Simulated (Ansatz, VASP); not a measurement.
## RbBr: VASP beside Ansatz

File INCAR:

```
SYSTEM = RbBr
PREC = Accurate
ENCUT = 520
EDIFF = 1E-8
ISMEAR = -1
SIGMA = 0.03
LREAL = .FALSE.
LASPH = .TRUE.
NELM = 80
ALGO = Normal
ISIF = 2
LWAVE = .FALSE.
LCHARG = .FALSE.
GGA = CA
LEFG = .TRUE.
NBANDS = 15
```

KPOINTS

```
Automatic mesh
0
G
  6 6 6
  0 0 0
```

Contents of POSCAR:

```
RbBr
1.0
    0.0000000000      3.4559503595      3.4559503595
    3.4559503595      0.0000000000      3.4559503595
    3.4559503595      3.4559503595      0.0000000000
Rb Br
1 1
Direct
    0.0000000000      0.0000000000      0.0000000000
    0.5000000000      0.5000000000      0.5000000000
```

Input for Ansatz:

```yaml
crystal:
  lattice:
    - [0.0, 3.4559503595, 3.4559503595]
    - [3.4559503595, 0.0, 3.4559503595]
    - [3.4559503595, 3.4559503595, 0.0]
  atoms:
    - { symbol: Rb, position: [0.0, 0.0, 0.0] }
    - { symbol: Br, position: [0.5, 0.5, 0.5] }
kpoints:
  mp_grid: { grid: [6, 6, 6] }
  band_path:
    path:
      - [0.0, 0.0, 0.0]
      - [0.5, 0.0, 0.5]
      - [0.625, 0.25, 0.625]
      - [0.375, 0.375, 0.75]
      - [0.0, 0.0, 0.0]
      - [0.5, 0.5, 0.5]
      - [0.5, 0.25, 0.75]
      - [0.5, 0.0, 0.5]
    npoints: 8
scf:
  occupations: { method: fermi_dirac, width: 0.03 }
hamiltonian:
  xc: lda
  pseudopotentials: { kind: paw }
output:
  forces: true
  stress: true
  eigenvalues: true
  efg: { contact_densities: true }
  populations: true
  bader: true
  dos: { projected: true, de: 0.2, e_range: [-14, 8] }
```

Alike in both runs: task electric field gradients; functional LDA; k mesh 6 × 6 × 6; occupations fermi-dirac, width 0.03 eV; no spin polarisation.

|  | VASP | Ansatz |
| --- | --- | --- |
| version | VASP 6.6.1 | Ansatz 0.2.0 |
| potentials or method | VASP PAW LDA potentials, release 64 (Rb_sv, Br) | PAW with Ansatz's default frozen-core files, scalar-relativistic |
| plane-wave cutoff (eV) | 520 | 420 |
| valence electrons in the cell | 16 | 16 |

Ansatz gave:

- gap on the k mesh at the Fermi level (eV): 3.89
- pressure (GPa): -1.5

Task: Estimate VASP's values.

Result: gap on the k mesh at the Fermi level (eV): 3.90; pressure (GPa): -1.5.

LDA's correlation is that of Perdew and Zunger in VASP and of Perdew and Wang (1992) in Ansatz.
